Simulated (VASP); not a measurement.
Crystal: HfO2 (fluorite type).

```
Hf O
1.0
     0.00000    2.46621    2.46621
     2.46621    0.00000    2.46621
     2.46621    2.46621    0.00000
Hf O
1 2
Cartesian
  0.0000 0.0000 0.0000
  1.2331 1.2331 1.2331
  3.6993 3.6993 3.6993
```

| Property | Result |
| --- | --- |
| Program | VASP 6.6.1 |
| Task | relaxation of cell and atoms |
| Functional | r2SCAN |
| Potentials or basis | VASP PAW PBE potentials, release 64 (Hf_pv, O) |
| Cutoff | 600 eV |
| k mesh | 11 × 11 × 11 |
| Occupations | fermi-dirac, width 0.1 eV |
| Spin | no spin polarisation |

At the start: pressure 19.0 GPa; volume 10.00 Å³/atom.

Q: How do energy, volume and symmetry change on relaxing?

A: Over 4 steps the energy falls by 34.8 meV/atom and the volume is 10.62 Å³/atom (+6.2 %); space group Fm-3m (No. 225, to 0.05 Å).

Step by step:
| step | energy change (eV) | largest force (eV/Å) | pressure (GPa) | volume (Å³) |
| --- | --- | --- | --- | --- |
| 1 | 0.0000 | 0.0000 | 18.96 | 30.00 |
| 2 | 0.1819 | 0.0000 | -23.49 | 35.44 |
| 3 | -0.1044 | 0.0000 | -0.60 | 31.93 |
| 4 | -0.1045 | 0.0000 | -0.04 | 31.86 |

Final structure:
```yaml
crystal:
  lattice:
    - [0.00000, 2.51629, 2.51629]
    - [2.51629, 0.00000, 2.51629]
    - [2.51629, 2.51629, 0.00000]
  atoms:
    - { symbol: Hf, position: [0.00000, 0.00000, 0.00000] }
    - { symbol: O, position: [0.25000, 0.25000, 0.25000] }
    - { symbol: O, position: [0.75000, 0.75000, 0.75000] }
```

Caveat: the PAW data sets were made with another functional, which shifts forces and pressure a little.
